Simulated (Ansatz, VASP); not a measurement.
## Two plane-wave programs on AlGa3Sb4

```xyz
8
Lattice="6.1232 0.0000 0.0000 0.0000 6.1232 0.0000 0.0000 0.0000 6.1232" Properties=species:S:1:pos:R:3 pbc="T T T"
Al    0.0000    0.0000    0.0000
Ga    3.0616    3.0616    0.0000
Ga    3.0616    0.0000    3.0616
Ga    0.0000    3.0616    3.0616
Sb    4.5877    4.5877    1.5354
Sb    4.5877    1.5354    4.5877
Sb    1.5354    4.5877    4.5877
Sb    1.5354    1.5354    1.5354
```

Alike in both runs: functional PBEsol; k mesh 6 × 6 × 6; no spin polarisation.

Ansatz relaxed the structure, and its values are those at the end. VASP's run is a single point on that final structure, the one shown.

|  | VASP | Ansatz |
| --- | --- | --- |
| version | VASP 6.6.1 | Ansatz 0.2.0 |
| potentials or method | VASP PAW PBE potentials, release 64 (Al, Ga_d, Sb), cutoff 520 eV | scalar-relativistic, plane waves, PAW |
| occupations | gaussian, width 0.01 eV | fixed |
| valence electrons in the cell | 62 | 102 |

Ansatz gave:

- gap on the k mesh at the Fermi level (eV): 0.28
- least direct gap on the mesh (eV): 0.28
- pressure (GPa): 0.0
- rms of the force components (eV/Å): 0.000

Q: What did VASP give for the same quantities?

A: gap on the k mesh at the Fermi level (eV): 0.29; least direct gap on the mesh (eV): 0.29; pressure (GPa): 0.1; rms of the force components (eV/Å): 0.008.

VASP's potentials were made for PBE, not for PBEsol. VASP's potentials hold 62 valence electrons a cell and Ansatz's 102, so a difference there can come from the potentials and not from the codes.

Spin-orbit coupling is off throughout.
